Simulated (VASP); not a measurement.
Input of a VASP 6.6.1 run:

The input INCAR:

```
SYSTEM = As
  ALGO = Normal
  EDIFF = 1E-6
  ENCUT = 520
  GGA = RP
  ISIF = 2
  ISMEAR = -1
  LASPH = .TRUE.
  LCHARG = .TRUE.
  LELF = .TRUE.
  LREAL = .FALSE.
  LVHAR = .TRUE.
  LWAVE = .FALSE.
  NBANDS = 12
  NELM = 80
  PREC = Accurate
  SIGMA = 0.1
```

The input KPOINTS:

```
k-points
0
G
  15 15 15
  0 0 0
```

File POSCAR:

```
As
1.0
    0.0000000000      3.0917923307      3.0917923307
    3.0917923307      0.0000000000      3.0917923307
    3.0917923307      3.0917923307      0.0000000000
As
2
Direct
    0.1250000000      0.1250000000      0.1250000000
    0.8750000000      0.8750000000      0.8750000000
```

Potentials or basis: VASP PAW PBE potentials, release 64 (As).

Run with:

```sh
$ cat potpaw_PBE.64/As/POTCAR > POTCAR
$ mpirun -np 1 vasp_std > vasp.out
```

Problem. Predict the band gap on the k mesh.

Solution. Zero (band 5 reaches 3.39 eV, above the bottom of band 6 at 2.29 eV).

Problem. Estimate the pressure.

Solution. -0.1 GPa.

Caveat: the PAW data sets were made with another functional, which shifts forces and pressure a little.
